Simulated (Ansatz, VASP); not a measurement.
**Two plane-wave programs on Hf**

```
Hf
1.0
     3.09260    0.00000    0.00000
    -1.54630    2.67827    0.00000
     0.00000    0.00000    5.27040
Hf
2
Cartesian
  0.0000 1.7855 1.3176
  1.5463 0.8928 3.9528
```

Alike in both runs: task single point; functional PBE; k mesh 18 × 18 × 10; occupations gaussian, width 0.15 eV; no spin polarisation.

|  | VASP | Ansatz |
| --- | --- | --- |
| version | VASP 6.6.1 | Ansatz 0.2.0 |
| potentials or method | VASP PAW PBE potentials, release 64 (Hf_pv), cutoff 500 eV | scalar-relativistic, plane waves, PAW |
| valence electrons in the cell | 20 | 52 |

VASP gave:

| Property | Result |
| --- | --- |
| gap on the k mesh at the Fermi level (eV) | none |
| pressure (GPa) | 3.2 |
| traceless stress, the component that is largest in VASP (GPa) | -6.12 |

Q: Estimate Ansatz's values.

A: gap on the k mesh at the Fermi level (eV): none; pressure (GPa): 3.6; traceless stress, the component that is largest in VASP (GPa): -6.07.

A gap of «none» marks a metal or a gap that the smearing closes. With one functional, cell and mesh, what is left measures potentials, basis and numerics. VASP's potentials hold 20 valence electrons a cell and Ansatz's 52, so a difference there can come from the potentials and not from the codes.

Neither program's run includes spin-orbit coupling.
